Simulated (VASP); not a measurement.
Wanted: the native input for a VASP 6.6.1 run.

* Task: single point
* Functional: r2SCAN
* Potentials or basis: VASP PAW PBE potentials, release 64 (Hf_pv, O)
* Cutoff: 520 eV
* k mesh: 6 × 6 × 8
* Occupations: gaussian, width 0.02 eV
* Spin: no spin polarisation
* Dipole correction: no
* Further INCAR settings: ALGO = Normal; EDIFF = 1e-07; NBANDS = 31

The system is HfO2.

```
Hf O
1.0
     4.83820    0.00000    0.00000
     0.00000    4.83820    0.00000
     0.00000    0.00000    3.22035
Hf O
2 4
Cartesian
  0.0000 0.0000 0.0000
  2.4191 2.4191 1.6102
  0.9431 3.8951 1.6102
  1.4760 1.4760 0.0000
  3.3622 3.3622 0.0000
  3.8951 0.9431 1.6102
```

The input as run:

POSCAR

```
HfO2
1.0
    4.8382036340      0.0000000000      0.0000000000
    0.0000000000      4.8382036340      0.0000000000
    0.0000000000      0.0000000000      3.2203479163
Hf O
2 4
Direct
    0.0000000000      0.0000000000      0.0000000000
    0.5000000000      0.5000000000      0.5000000000
    0.1949191829      0.8050808171      0.5000000000
    0.3050808171      0.3050808171      0.0000000000
    0.6949191829      0.6949191829      0.0000000000
    0.8050808171      0.1949191829      0.5000000000
```

INCAR.step1

```
SYSTEM = HfO2
  PREC = Accurate
  ENCUT = 520
  ISMEAR = 0
  SIGMA = 0.02
  LREAL = .FALSE.
  LASPH = .TRUE.
  NELM = 60
  NBANDS = 31
  GGA = PE
  ALGO = Normal
  EDIFF = 1E-4
  LWAVE = .TRUE.
  LCHARG = .FALSE.
```

INCAR.step2

```
SYSTEM = HfO2
  PREC = Accurate
  ENCUT = 520
  EDIFF = 1E-7
  ISMEAR = 0
  SIGMA = 0.02
  LREAL = .FALSE.
  LASPH = .TRUE.
  NELM = 60
  ALGO = Normal
  ISIF = 2
  LWAVE = .FALSE.
  LCHARG = .FALSE.
  METAGGA = R2SCAN
  LMIXTAU = .TRUE.
  NBANDS = 31
  ISTART = 1
```

KPOINTS

```
Automatic mesh
0
G
  6 6 8
  0 0 0
```

Potentials or basis: VASP PAW PBE potentials, release 64 (Hf_pv, O).

The run is started by

```bash
$ cat potpaw_PBE.64/Hf_pv/POTCAR potpaw_PBE.64/O/POTCAR > POTCAR
$ cp INCAR.step1 INCAR
$ mpirun -np 1 vasp_std > vasp.out
$ cp INCAR.step2 INCAR
$ mpirun -np 1 vasp_std > vasp.out
```

It gave:

```json
{
  "Pressure": "-3.2 GPa",
  "Largest force": "0.052 eV/Å",
  "Band gap on the k mesh": "4.47 eV"
}
```

Caveat: the cell stands under tension; the PAW data sets were made with another functional, which shifts forces and pressure a little; spin-orbit coupling is left out, which moves the levels of the heavy elements.

Wall time 15 min on 1 thread of Intel Xeon 8259CL, with other jobs on the host, peak memory 0.21 GiB.
